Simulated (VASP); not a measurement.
Write the native input for VASP 6.6.1 that does the following.

```
Task                   : single point
Functional             : PBE
Potentials or basis    : VASP PAW PBE potentials, release 64 (Ba_sv, Bi_d, O)
Cutoff                 : 520 eV
k mesh                 : 6 × 6 × 10
Occupations            : gaussian, width 0.1 eV
Spin                   : no spin polarisation
Dipole correction      : no
Further INCAR settings : ALGO = Normal; EDIFF = 1e-06; NBANDS = 38
```

The structure of BaBi2O3 lies in POSCAR:

```
BaBi2O3
1.0
    6.1592741372      0.0000000000      0.0000000000
   -3.0796370686      5.3340878717      0.0000000000
    0.0000000000      0.0000000000      3.5508490344
Ba Bi O
1 2 3
Direct
    0.0000000000      0.0000000000      0.5000000000
    0.3333333333      0.6666666667      0.5000000000
    0.6666666667      0.3333333333      0.5000000000
    0.5000000000      0.5000000000      0.0000000000
    0.0000000000      0.5000000000      0.0000000000
    0.5000000000      0.0000000000      0.0000000000
```

The input as run:

INCAR

```
SYSTEM = BaBi2O3
PREC = Accurate
ENCUT = 520
EDIFF = 1E-6
ISMEAR = 0
SIGMA = 0.1
LREAL = .False.
LASPH = .True.
NELM = 100
ALGO = Normal
ISIF = 2
LWAVE = .False.
LCHARG = .True.
GGA = PE
LELF = .True.
LVHAR = .True.
NBANDS = 38
```

KPOINTS

```
regular mesh
0
Gamma
  6 6 10
  0 0 0
```

Potentials or basis: VASP PAW PBE potentials, release 64 (Ba_sv, Bi_d, O).

The run is started by

```console
$ cat potpaw_PBE.64/Ba_sv/POTCAR potpaw_PBE.64/Bi_d/POTCAR potpaw_PBE.64/O/POTCAR > POTCAR
$ mpirun -np 1 vasp_std > vasp.out
```

It gave:

```json
{
  "Pressure": "0.2 GPa",
  "Band gap on the k mesh": "zero (band 29 reaches 7.69 eV, above the bottom of band 30 at 5.24 eV)"
}
```

Caveat: spin-orbit coupling is left out, which moves the levels of the heavy elements.

Wall time 2.2 min on 1 thread of Intel(R) Xeon(R) 6975P-C (Granite Rapids), on a shared host, peak memory 0.34 GiB.
